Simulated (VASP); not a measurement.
A run of VASP 6.6.1:

INCAR

```
ALGO     = Normal         # electronic algorithm
EDIFF    = 1E-6           # SCF threshold, eV
ENCUT    = 600            # plane-wave cutoff, eV
GGA      = PE             # functional
GGA_COMPAT= F            
ISIF     = 2              # what is computed and relaxed
ISMEAR   = 0              # smearing method
LASPH    = T              # aspherical terms in the spheres
LCHARG   = F              # write CHGCAR
LREAL    = F              # projectors in reciprocal space
LWAVE    = F              # write WAVECAR
NBANDS   = 15             # bands
NELM     = 120            # most SCF steps
PREC     = Accurate       # precision mode
SIGMA    = 0.2            # smearing width, eV
```

The input KPOINTS:

```
k-points
0
Gamma
  5 5 5
```

File POSCAR:

```
Al3N
1.0
    3.6176855020      0.0000000000      0.0000000000
    0.0000000000      3.6176855020      0.0000000000
    0.0000000000      0.0000000000      4.3871362143
Al N
3 1
Direct
    0.5000000000      0.5000000000      0.0000000000
    0.0000000000      0.5000000000      0.5000000000
    0.5000000000      0.0000000000      0.5000000000
    0.0000000000      0.0000000000      0.0000000000
```

Potentials or basis: VASP PAW PBE potentials, release 64 (Al, N).

The run is started by

```bash
$ cat potpaw_PBE.64/Al/POTCAR potpaw_PBE.64/N/POTCAR > POTCAR
$ mpirun -np 1 vasp_std > vasp.out
```

Hardware: 1 thread of Intel(R) Xeon(R) Platinum 8488C (Sapphire Rapids), on a shared host.

Q: How long does it take, and how much memory?

A: Run time: 18 s on 1 thread of Intel(R) Xeon(R) Platinum 8488C (Sapphire Rapids), on a shared host, peak memory 0.17 GiB. Counts: scf iterations 13, k points 18.
